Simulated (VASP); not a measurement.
# As (Pm-3m) in VASP: a series of runs, part 2 of 3

VASP 6.6.1.

## (3) Single point, HSE06

This run uses another cell than the first one, of 20.95 Å³/atom.

The input, POSCAR:

```
As
1.0
    2.7567085743      0.0000000000      0.0000000000
    0.0000000000      2.7567085743      0.0000000000
    0.0000000000      0.0000000000      2.7567085743
As
1
Direct
    0.5000000000      0.5000000000      0.5000000000
```

The input, INCAR.step1:

```
SYSTEM = As
PREC     = Accurate       ! precision mode
ENCUT    = 400            ! plane-wave cutoff, eV
EDIFF    = 1E-5           ! SCF threshold, eV
ISMEAR   = -1             ! smearing method
SIGMA    = 0.05           ! smearing width, eV
LREAL    = .FALSE.        ! projectors in reciprocal space
LASPH    = .TRUE.         ! aspherical terms in the spheres
NELM     = 120            ! most SCF steps
ALGO     = Normal         ! electronic algorithm
ISIF     = 2              ! what is computed and relaxed
LWAVE    = .TRUE.         ! write WAVECAR
LCHARG   = .FALSE.        ! write CHGCAR
GGA      = PE             ! functional
NBANDS   = 14             ! bands
GGA_COMPAT= .FALSE.
```

The input, INCAR.step2:

```
SYSTEM = As
PREC     = Accurate       ! precision mode
ENCUT    = 400            ! plane-wave cutoff, eV
EDIFF    = 1E-6           ! SCF threshold, eV
ISMEAR   = -1             ! smearing method
SIGMA    = 0.05           ! smearing width, eV
LREAL    = .FALSE.        ! projectors in reciprocal space
LASPH    = .TRUE.         ! aspherical terms in the spheres
NELM     = 120            ! most SCF steps
ALGO     = Normal         ! electronic algorithm
ISIF     = 2              ! what is computed and relaxed
LWAVE    = .FALSE.        ! write WAVECAR
LCHARG   = .FALSE.        ! write CHGCAR
GGA      = PE             ! functional
LHFCALC  = .TRUE.         ! exact exchange
HFSCREEN = 0.2079         ! screening, 1/A
PRECFOCK = Normal       
ISTART   = 1            
NBANDS   = 14             ! bands
GGA_COMPAT= .FALSE.
```

The input, KPOINTS:

```
Automatic mesh
0
G
  6 6 6
  0 0 0
```

Potentials or basis: VASP PAW PBE potentials, release 64 (As_d).

On the command line:

```
> cat potpaw_PBE.64/As_d/POTCAR > POTCAR
> cp INCAR.step1 INCAR
> mpirun -np 1 vasp_std > vasp.out
> cp INCAR.step2 INCAR
> mpirun -np 1 vasp_std > vasp.out
```

OUTCAR:

```text
SYSTEM = As
   PREC = Accurate
   ENCUT = 400
   EDIFF = 1E-6
   ISMEAR = -1
   LREAL = .FALSE.
   LASPH = .TRUE.
   NELM = 120
   ISIF = 2
   GGA = PE
   LHFCALC = .TRUE.
   HFSCREEN = 0.2079
   PRECFOCK = Normal
   ISTART = 1

 ion  position               nearest neighbor table
   1  0.500  0.500  0.500-

  LATTYP: Found a simple cubic cell.
 ALAT       =     2.7567085743

  Lattice vectors:

 A1 = (   2.7567085743,   0.0000000000,   0.0000000000)
 A2 = (   0.0000000000,   2.7567085743,   0.0000000000)
 A3 = (   0.0000000000,   0.0000000000,   2.7567085743)

Analysis of symmetry for initial positions (statically):
=====================================================================
 Subroutine PRICEL returns:
 Original cell was already a primitive cell.

 Routine SETGRP: Setting up the symmetry group for a
 simple cubic supercell.

 Subroutine GETGRP returns: Found 48 space group operations
 (whereof 48 operations were pure point group operations)
 out of a pool of 48 trial point group operations.

The static configuration has the point symmetry O_h .

Analysis of symmetry for dynamics (positions and initial velocities):
=====================================================================
 Subroutine PRICEL returns:
 Original cell was already a primitive cell.

 Routine SETGRP: Setting up the symmetry group for a
 simple cubic supercell.

 Subroutine GETGRP returns: Found 48 space group operations
 (whereof 48 operations were pure point group operations)
 out of a pool of 48 trial point group operations.

The dynamic configuration has the point symmetry O_h .

 Subroutine INISYM returns: Found 48 space group operations
 (whereof 48 operations are pure point group operations),
 and found     1 'primitive' translations

----------------------------------------------------------------------------------------

                                     Primitive cell

  volume of cell :      20.9494

  direct lattice vectors                    reciprocal lattice vectors
     2.756708574  0.000000000  0.000000000     0.362751438  0.000000000  0.000000000
     0.000000000  2.756708574  0.000000000     0.000000000  0.362751438  0.000000000
     0.000000000  0.000000000  2.756708574     0.000000000  0.000000000  0.362751438

  length of vectors
     2.756708574  2.756708574  2.756708574     0.362751438  0.362751438  0.362751438

  position of ions in fractional coordinates (direct lattice)
     0.500000000  0.500000000  0.500000000

  ion indices of the primitive-cell ions
   primitive index   ion index
                 1           1

----------------------------------------------------------------------------------------

 KPOINTS: Automatic mesh

Automatic generation of k-mesh.
 Grid dimensions read from file:
 generate k-points for:    6    6    6

 Generating k-lattice:

  Cartesian coordinates                     Fractional coordinates (reciprocal lattice)
     0.060458573  0.000000000  0.000000000     0.166666667  0.000000000  0.000000000
     0.000000000  0.060458573  0.000000000     0.000000000  0.166666667  0.000000000
     0.000000000  0.000000000  0.060458573     0.000000000  0.000000000  0.166666667

  Length of vectors
[... 38 lines left out ...]
   NGX,Y,Z   is equivalent  to a cutoff of  10.86, 10.86, 10.86 a.u.
   NGXF,Y,Z  is equivalent  to a cutoff of  21.71, 21.71, 21.71 a.u.
 SYSTEM =  As
   PREC   = accura    normal or accurate (medium, high low for compatibility)
   ISTART =      1    job   : 0-new  1-cont  2-samecut
   ICHARG =      0    charge: 1-file 2-atom 10-const
   ISPIN  =      1    spin polarized calculation?
   LNONCOLLINEAR =      F non collinear calculations
   LSORBIT =      F    spin-orbit coupling
   LASPH  =      T    aspherical Exc in radial PAW
   ENCUT  =  400.0 eV  29.40 Ry    5.42 a.u.   4.50  4.50  4.50*2*pi/ulx,y,z
   NELM   =    120;   NELMIN=  2; NELMDL=  0     # of ELM steps
   EDIFF  = 0.1E-05   stopping-criterion for ELM
   LREAL  =      F    real-space projection
   EDIFFG = 0.1E-04   stopping-criterion for IOM
   NSW    =      0    number of steps for IOM
   IBRION =     -1    ionic relax: 0-MD 1-quasi-New 2-CG
   NFREE  =      0    steps in history (QN), initial steepest desc. (CG)
   ISIF   =      2    stress and relaxation
   ISYM   =      3    0-nonsym 1-usesym 2-fastsym
   POTIM  = 0.5000    time-step for ionic-motion
   TEBEG  =    0.0;   TEEND  =   0.0 temperature during run
   PSTRESS=    0.0 pullay stress
   NELECT =      15.0000    total number of electrons
   NUPDOWN=      -1.0000    fix difference up-down
   EMIN   =  10.00;   EMAX   =-10.00  energy-range for DOS
   EFERMI =   0.00;   METHOD = LEGACY
   ISMEAR =    -1;   SIGMA  =   0.05  broadening in eV -4-tet -1-fermi 0-gaus
   EFERMI_NEDOS =   21; number of points for ismear=-14 and -15
   IALGO  =     38    algorithm
   IMIX   =      1    mixing-type and parameters
     AMIX     =   0.40;   BMIX     =  1.00
     AMIX_MAG =   1.60;   BMIX_MAG =  1.00
  volume/ion in A,a.u.               =      20.95       141.37
  Fermi-wavevector in a.u.,A,eV,Ry     =   1.464584  2.767663 29.184597  2.145007
  Thomas-Fermi vector in A             =   2.580543
   LORBIT       =      0    0 simple, 1 ext, 2 COOP (PROOUT), +10 PAW based schemes
   GGA     = PE    functional components
   LHFCALC =     T    Hartree Fock is set to
   PRECFOCK=normal    Normal, Fast or Accurate (Low or Medium for compatibility)
   ENCUT4O =  -1.0   cutoff for four orbital integrals eV
   NKREDX  =     1    reduce k-point grid by
   NKREDY  =     1    reduce k-point grid by
   NKREDZ  =     1    reduce k-point grid by
   AEXX    =    0.2500 exact exchange contribution
   HFSCREEN=    0.2079 screening length (either q_TF or 0.3 A-1)
   HFSCREENC=   0.2079 screening length for correlation (either q_TF or 0.3 A-1)
   ENCUTFOCK=  -1.0 apply spherical cutoff to Coloumb kernel
   IVDW    =     0    specifies the selected vdW correction
   LEPSILON=     F    determine dielectric tensor
   LRPA    =     F    only Hartree local field effects (RPA)
 non-spin polarized calculation
  energy-cutoff  :      400.00
  volume of cell :       20.95
 maximum number of plane-waves:       393
 NGX is ok and might be reduce to    18
  NGX = 14; NGY = 14; NGZ = 14

 number of electron      15.0000015 magnetization

 Free energy of the ion-electron system (eV)
  ---------------------------------------------------
  ext. energy  EPLUGINS =         0.00000000
  ---------------------------------------------------
  free energy    TOTEN  =        -5.47922544 eV

  energy without entropy =       -5.47265461  energy(sigma->0) =       -5.47594002

 E-fermi :   3.8682     XC(G=0):  -8.9965

 val. band max:        3.8129296873   @ k =   0.5000   0.3333   0.3333
 cond. band min:       3.9210416522   @ k =   0.1667   0.1667   0.0000
 fundamental gap:      0.1081119649
 Fermi energy:         3.8681750323

 k-point     1 :       0.0000    0.0000    0.0000
  band No.  band energies     occupation
      1     -36.4010      2.00000
      2     -36.4010      2.00000
      3     -36.3100      2.00000
      4     -36.3100      2.00000
      5     -36.3100      2.00000
      6     -12.6953      2.00000
      7       8.0527      0.00000
      8       8.0527      0.00000
      9       8.0527      0.00000
     10      12.6390      0.00000
     11      12.6390      0.00000
     12      14.2758      0.00000
     13      30.8252      0.00000
     14      30.8336      0.00000
[... 309 lines left out ...]
      1     -36.3570      2.00000
      2     -36.3570      2.00000
      3     -36.3570      2.00000
      4     -36.2795      2.00000
      5     -36.2795      2.00000
      6      -2.2848      2.00000
      7       1.4044      2.00000
      8       1.4044      2.00000
      9       1.4044      2.00000
     10      10.0218      0.00000
     11      10.0218      0.00000
     12      10.0218      0.00000
     13      13.6450      0.00000
     14      40.8534      0.00000

------------------------ aborting loop because EDIFF is reached ----------------------------------------

  FORCE on cell =-STRESS in cart. coord.  units (eV):
  Direction    XX          YY          ZZ          XY          YZ          ZX
  --------------------------------------------------------------------------------------
  -------------------------------------------------------------------------------------
  Total       -0.4067124     -0.4067124     -0.4067124     -0.0000000      0.0000000      0.0000000
  in kB      -31.1046584    -31.1046584    -31.1046584     -0.0000000      0.0000000      0.0000000
  external PRESSURE =     -31.1046584 kB  Pullay stress =       0.0000000 kB

 VOLUME and BASIS-vectors are now :
 -----------------------------------------------------------------------------
  energy-cutoff  :      400.00
  volume of cell :       20.95
      direct lattice vectors                 reciprocal lattice vectors
     2.756708574  0.000000000  0.000000000     0.362751438  0.000000000  0.000000000
     0.000000000  2.756708574  0.000000000     0.000000000  0.362751438  0.000000000
     0.000000000  0.000000000  2.756708574     0.000000000  0.000000000  0.362751438

 POSITION                                       TOTAL-FORCE (eV/Angst)
 -----------------------------------------------------------------------------------
      1.37835      1.37835      1.37835         0.000000      0.000000      0.000000
 -----------------------------------------------------------------------------------
    total drift:                               -0.000001     -0.000002     -0.000001

  FREE ENERGIE OF THE ION-ELECTRON SYSTEM (eV)
  ---------------------------------------------------
  free  energy   TOTEN  =        -5.4792254390 eV

  energy  without entropy=       -5.4726546072  energy(sigma->0) =       -5.47594002
```

It took 7.5 min on 1 thread of Intel Xeon Platinum 8259CL at 2.50GHz (Skylake/Cascade Lake), shared host; peak memory 0.22 GiB.

What came out:

- Free energy: -5.4792 eV
- Pressure: -3.1 GPa
- Band gap on the k mesh: zero (an odd number of electrons rules out a gap without spin polarisation)

Caveat: the k points lie up to 0.38 Å⁻¹ apart, too coarse for converged energies and pressures of a metal; the PAW data sets were made with another functional, which shifts forces and pressure a little; an odd number of electrons without spin polarisation forces a metal; a magnetic or distorted state may lie lower.

(Part 2 of 3 ends here.)

The gap in the log of VASP goes by the Fermi energy; the results here count the filled bands.